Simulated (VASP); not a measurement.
# BN (I-4m2) in VASP: single point with r2SCAN

Aim: the single point of BN with r2SCAN.

All numbers are computed with VASP 6.6.1; they aren't measurements. Logs are shortened: lines on timing, memory, paths and dates and some standing lists are left out, and cuts for length are marked.

**1. The cell of the first run**

The structure is tetragonal, space group I-4m2 (No. 119). The conventional cell has a = 2.629 Å, b = 2.629 Å, c = 3.563 Å, α = 90.00°, β = 90.00°, γ = 90.00°. B (site symmetry -4m2) has 4 N at 1.59 Å within 2.1 Å. Within 2.1 Å of N (site symmetry -4m2) lie 4 B at 1.59 Å.

**2. Single point, r2SCAN (epitaxial xy strain +3.0%)**

Contents of POSCAR:

```
BN
1.0
    0.0000000000      1.8589702290      1.7813838459
    1.8589702290      0.0000000000      1.7813838459
    1.8589702290      1.8589702290      0.0000000000
B N
1 1
Direct
    0.0000000000      0.0000000000      0.0000000000
    0.2500000000      0.2500000000      0.2500000000
```

Contents of INCAR.step1:

```
PREC = Accurate ; ENCUT = 520
ISMEAR = 0 ; SIGMA = 0.01
LREAL = F ; LASPH = T
NELM = 60 ; NBANDS = 11
GGA = PE ; ALGO = Normal
EDIFF = 1E-4 ; LWAVE = T
LCHARG = F
```

Contents of INCAR.step2:

```
PREC = Accurate ; ENCUT = 520
EDIFF = 1E-6 ; ISMEAR = 0
SIGMA = 0.01 ; LREAL = F
LASPH = T ; NELM = 60
ALGO = Normal ; ISIF = 2
LWAVE = F ; LCHARG = F
METAGGA = R2SCAN ; LMIXTAU = T
NBANDS = 11 ; ISTART = 1
```

Contents of KPOINTS:

```
regular mesh
0
Gamma
  12 12 12
```

Potentials or basis: VASP PAW PBE potentials, release 64 (B, N).

Run with:

```console
cat potpaw_PBE.64/B/POTCAR potpaw_PBE.64/N/POTCAR > POTCAR
cp INCAR.step1 INCAR
mpirun -np 1 vasp_std > vasp.out
cp INCAR.step2 INCAR
mpirun -np 1 vasp_std > vasp.out
```

OUTCAR:

```text
PREC = Accurate
   ENCUT = 520
   EDIFF = 1E-6
   ISMEAR = 0
   LREAL = F
   LASPH = T
   NELM = 60
   ISIF = 2
   METAGGA = R2SCAN
   ISTART = 1

 ion  position               nearest neighbor table
   1  0.000  0.000  0.000-   2 1.59   2 1.59   2 1.59   2 1.59
   2  0.250  0.250  0.250-   1 1.59   1 1.59   1 1.59   1 1.59

  LATTYP: Found a body centered tetragonal cell.
 ALAT       =     2.6289809099
 C/A-ratio  =     1.3551896396

  Lattice vectors:

 A1 = (   0.0000000000,  -1.8589702290,  -1.7813838459)
 A2 = (   0.0000000000,   1.8589702290,  -1.7813838459)
 A3 = (   1.8589702290,   0.0000000000,   1.7813838459)

Analysis of symmetry for initial positions (statically):
=====================================================================
 Subroutine PRICEL returns:
 Original cell was already a primitive cell.

 Routine SETGRP: Setting up the symmetry group for a
 body centered tetragonal supercell.

 Subroutine GETGRP returns: Found  8 space group operations
 (whereof  8 operations were pure point group operations)
 out of a pool of 16 trial point group operations.

The static configuration has the point symmetry D_2d.

Analysis of symmetry for dynamics (positions and initial velocities):
=====================================================================
 Subroutine PRICEL returns:
 Original cell was already a primitive cell.

 Routine SETGRP: Setting up the symmetry group for a
 body centered tetragonal supercell.

 Subroutine GETGRP returns: Found  8 space group operations
 (whereof  8 operations were pure point group operations)
 out of a pool of 16 trial point group operations.

The dynamic configuration has the point symmetry D_2d.

 Subroutine INISYM returns: Found  8 space group operations
 (whereof  8 operations are pure point group operations),
 and found     1 'primitive' translations

----------------------------------------------------------------------------------------

                                     Primitive cell

  volume of cell :      12.3121

  direct lattice vectors                    reciprocal lattice vectors
     0.000000000  1.858970229  1.781383846    -0.268966115  0.268966115  0.280680664
     1.858970229  0.000000000  1.781383846     0.268966115 -0.268966115  0.280680664
     1.858970229  1.858970229  0.000000000     0.268966115  0.268966115 -0.280680664

  length of vectors
     2.574703618  2.574703618  2.628980910     0.472723150  0.472723150  0.472723150

  position of ions in fractional coordinates (direct lattice)
     0.000000000  0.000000000  0.000000000
     0.250000000  0.250000000  0.250000000

  ion indices of the primitive-cell ions
   primitive index   ion index
                 1           1
                 2           2

----------------------------------------------------------------------------------------

 KPOINTS: regular mesh

Automatic generation of k-mesh.
 Grid dimensions read from file:
 generate k-points for:   12   12   12

 Generating k-lattice:

  Cartesian coordinates                     Fractional coordinates (reciprocal lattice)
    -0.022413843  0.022413843  0.023390055     0.083333333  0.000000000  0.000000000
     0.022413843 -0.022413843  0.023390055     0.000000000  0.083333333  0.000000000
     0.022413843  0.022413843 -0.023390055     0.000000000  0.000000000  0.083333333

  Length of vectors
     0.039393596  0.039393596  0.039393596

  Shift w.r.t. Gamma in fractional coordinates (k-lattice)
     0.000000000  0.000000000  0.000000000

 Subroutine IBZKPT returns following result:
 ===========================================

 Found    163 irreducible k-points:

 Following reciprocal coordinates:
            Coordinates               Weight
  0.000000  0.000000  0.000000      1.000000
  0.083333 -0.000000  0.000000      8.000000
  0.166667 -0.000000  0.000000      8.000000
  0.250000  0.000000  0.000000      8.000000
  0.333333  0.000000  0.000000      8.000000
  0.416667 -0.000000  0.000000      8.000000
[... 16 lines left out ...]
  0.500000  0.166667  0.000000      8.000000
 -0.416667  0.166667  0.000000      8.000000
 [... further k-points ...]
   k-points           NKPTS =    163   k-points in BZ     NKDIM =    163   number of bands    NBANDS=     11
   number of dos      NEDOS =    301   number of ions     NIONS =      2
   total plane-waves  NPLWV =   8000
   dimension x,y,z NGX =    20 NGY =   20 NGZ =   20
   dimension x,y,z NGXF=    40 NGYF=   40 NGZF=   40
   ions per type =               1   1
   NGX,Y,Z   is equivalent  to a cutoff of  12.91, 12.91, 12.65 a.u.
   NGXF,Y,Z  is equivalent  to a cutoff of  25.83, 25.83, 25.29 a.u.
 SYSTEM =  unknown system
   PREC   = accura    normal or accurate (medium, high low for compatibility)
   ISTART =      1    job   : 0-new  1-cont  2-samecut
   ICHARG =      0    charge: 1-file 2-atom 10-const
   ISPIN  =      1    spin polarized calculation?
   LNONCOLLINEAR =      F non collinear calculations
   LSORBIT =      F    spin-orbit coupling
   LASPH  =      T    aspherical Exc in radial PAW
   ENCUT  =  520.0 eV  38.22 Ry    6.18 a.u.   4.79  4.79  4.89*2*pi/ulx,y,z
   NELM   =     60;   NELMIN=  2; NELMDL=  0     # of ELM steps
   EDIFF  = 0.1E-05   stopping-criterion for ELM
   LREAL  =      F    real-space projection
   EDIFFG = 0.1E-04   stopping-criterion for IOM
   NSW    =      0    number of steps for IOM
   IBRION =     -1    ionic relax: 0-MD 1-quasi-New 2-CG
   NFREE  =      0    steps in history (QN), initial steepest desc. (CG)
   ISIF   =      2    stress and relaxation
   ISYM   =      2    0-nonsym 1-usesym 2-fastsym
   POTIM  = 0.5000    time-step for ionic-motion
   TEBEG  =    0.0;   TEEND  =   0.0 temperature during run
   PSTRESS=    0.0 pullay stress
   NELECT =       8.0000    total number of electrons
   NUPDOWN=      -1.0000    fix difference up-down
   EMIN   =  10.00;   EMAX   =-10.00  energy-range for DOS
   EFERMI =   0.00;   METHOD = LEGACY
   ISMEAR =     0;   SIGMA  =   0.01  broadening in eV -4-tet -1-fermi 0-gaus
   EFERMI_NEDOS =   21; number of points for ismear=-14 and -15
   IALGO  =     38    algorithm
   IMIX   =      4    mixing-type and parameters
     AMIX     =   0.40;   BMIX     =  1.00
     AMIX_MAG =   1.60;   BMIX_MAG =  1.00
  volume/ion in A,a.u.               =       6.16        41.54
  Fermi-wavevector in a.u.,A,eV,Ry     =   1.417949  2.679536 27.355604  2.010580
  Thomas-Fermi vector in A             =   2.539126
   LORBIT       =      0    0 simple, 1 ext, 2 COOP (PROOUT), +10 PAW based schemes
   METAGGA = R2SCAN    functional components
   LHFCALC =     F    Hartree Fock is set to
   AEXX    =    0.0000 exact exchange contribution
   IVDW    =     0    specifies the selected vdW correction
   LEPSILON=     F    determine dielectric tensor
   LRPA    =     F    only Hartree local field effects (RPA)
 non-spin polarized calculation
 Gauss-broadening in eV      SIGMA  =   0.01
  energy-cutoff  :      520.00
  volume of cell :       12.31
 maximum number of plane-waves:       344
   NGX =  9   NGY =  9   NGZ =  9

 number of electron       8.0000001 magnetization

 Free energy of the ion-electron system (eV)
  ---------------------------------------------------
  ext. energy  EPLUGINS =         0.00000000
  ---------------------------------------------------
  free energy    TOTEN  =       -19.11924162 eV

  energy without entropy =      -19.11924162  energy(sigma->0) =      -19.11924162

 E-fermi :   7.0458     XC(G=0): -13.4286

 val. band max:        7.0020083462   @ k =   0.0000   0.0000   0.0000
 cond. band min:      11.2049988077   @ k =   0.5000   0.5000   0.0000
 fundamental gap:      4.2029904615
 Fermi energy:         7.0457949087

 k-point     1 :       0.0000    0.0000    0.0000
  band No.  band energies     occupation
      1     -14.0723      2.00000
      2       6.6136      2.00000
      3       6.6136      2.00000
      4       7.0020      2.00000
      5      15.8825      0.00000
      6      16.1816      0.00000
      7      16.1816      0.00000
      8      17.0865      0.00000
      9      32.0764      0.00000
     10      33.9000      0.00000
     11      35.3118      0.00000

 k-point     2 :       0.0833   -0.0000    0.0000
  band No.  band energies     occupation
      1     -13.9030      2.00000
      2       5.7879      2.00000
      3       6.4195      2.00000
      4       6.7413      2.00000
      5      16.0295      0.00000
      6      16.4444      0.00000
      7      16.4470      0.00000
      8      17.7373      0.00000
      9      31.9335      0.00000
     10      32.1453      0.00000
     11      33.3446      0.00000

 k-point     3 :       0.1667   -0.0000    0.0000
  band No.  band energies     occupation
      1     -13.4025      2.00000
      2       3.6830      2.00000
      3       5.9442      2.00000
      4       6.3240      2.00000
      5      16.2547      0.00000
      6      17.0442      0.00000
      7      17.0717      0.00000
      8      19.2277      0.00000
      9      30.8074      0.00000
     10      31.2047      0.00000
     11      32.1495      0.00000

 k-point     4 :       0.2500    0.0000    0.0000
  band No.  band energies     occupation
      1     -12.5983      2.00000
      2       1.1952      2.00000
      3       5.3900      2.00000
      4       5.8617      2.00000
      5      16.4312      0.00000
      6      17.5659      0.00000
      7      17.7843      0.00000
      8      20.7268      0.00000
      9      30.6015      0.00000
     10      30.6632      0.00000
     11      31.7033      0.00000
[... 239 lines left out ...]
 k-point    22 :       0.4167    0.1667    0.0000
  band No.  band energies     occupation
      1     -10.5798      2.00000
      2      -1.6082      2.00000
      3       3.4909      2.00000
      4       3.8991      2.00000
      5      15.2835      0.00000
      6      19.7566      0.00000
      7      20.0349      0.00000
      8      20.6976      0.00000
      9      28.1463      0.00000
     10      33.9867      0.00000
     11      35.8202      0.00000

 k-point    23 :       0.5000    0.1667    0.0000
  band No.  band energies     occupation
      1      -9.6999      2.00000
      2      -3.0663      2.00000
      3       3.3529      2.00000
      4       3.5365      2.00000
      5      15.5849      0.00000
      6      19.7355      0.00000
      7      19.7689      0.00000
      8      22.0614      0.00000
      9      28.3150      0.00000
     10      34.0370      0.00000
     11      35.1059      0.00000

 k-point    24 :      -0.4167    0.1667    0.0000
  band No.  band energies     occupation
      1      -9.6137      2.00000
      2      -3.2070      2.00000
      3       2.9491      2.00000
      4       3.8388      2.00000
      5      15.9759      0.00000
      6      19.4027      0.00000
      7      19.5823      0.00000
      8      23.0135      0.00000
      9      28.2615      0.00000
     10      32.7588      0.00000
     11      34.1176      0.00000

 [... further k-points ...]
[... 5 lines left out ...]
  --------------------------------------------------------------------------------------
  -------------------------------------------------------------------------------------
  Total       -1.8354688     -1.8354688      0.0680976      0.0000000      0.0000000      0.0000000
  in kB     -238.8499888   -238.8499888      8.8615594      0.0000000      0.0000000      0.0000000
  external PRESSURE =    -156.2794728 kB  Pullay stress =       0.0000000 kB

 VOLUME and BASIS-vectors are now :
 -----------------------------------------------------------------------------
  energy-cutoff  :      520.00
  volume of cell :       12.31
      direct lattice vectors                 reciprocal lattice vectors
     0.000000000  1.858970229  1.781383846    -0.268966115  0.268966115  0.280680664
     1.858970229  0.000000000  1.781383846     0.268966115 -0.268966115  0.280680664
     1.858970229  1.858970229  0.000000000     0.268966115  0.268966115 -0.280680664

 POSITION                                       TOTAL-FORCE (eV/Angst)
 -----------------------------------------------------------------------------------
      0.00000      0.00000      0.00000        -0.000000     -0.000000     -0.000000
      0.92949      0.92949      0.89069         0.000000      0.000000      0.000000
 -----------------------------------------------------------------------------------
    total drift:                                0.000001      0.000001     -0.000002

  FREE ENERGIE OF THE ION-ELECTRON SYSTEM (eV)
  ---------------------------------------------------
  free  energy   TOTEN  =       -19.1192416217 eV

  energy  without entropy=      -19.1192416217  energy(sigma->0) =      -19.11924162
```

Wall time 55 s (1 thread of Intel Xeon 6975P-C, shared host); peak memory 0.14 GiB.

Results:

```yaml
Free_energy: -19.1192 eV
Pressure: -15.6 GPa
Band_gap_on_the_k_mesh: 4.20 eV, indirect (least direct gap 8.88 eV)
```

Levels at points of the mesh, in eV from the valence-band top:
```
           k point  band 1  band 2  band 3  band 4  band 5  band 6  band 7  band 8  band 9
(0.00, 0.00, 0.00)  -21.07   -0.39   -0.39    0.00    8.88    9.18    9.18   10.08   25.07
(0.50, 0.00, 0.00)  -16.97  -10.95   -2.51   -1.88    9.62   10.74   11.55   15.70   23.94
(0.50, 0.50, 0.00)  -15.30   -8.89   -5.52   -5.52    4.20    8.63   18.40   18.40   21.77
(0.50, 0.00, 0.50)  -15.77   -9.51   -4.96   -4.93    4.92    9.66   17.93   18.53   20.87
```

Caveat: the cell differs from its parent crystal (epitaxial xy strain +3.0%); the PAW data sets were made with another functional, which shifts forces and pressure a little. A k mesh can miss the band edges.
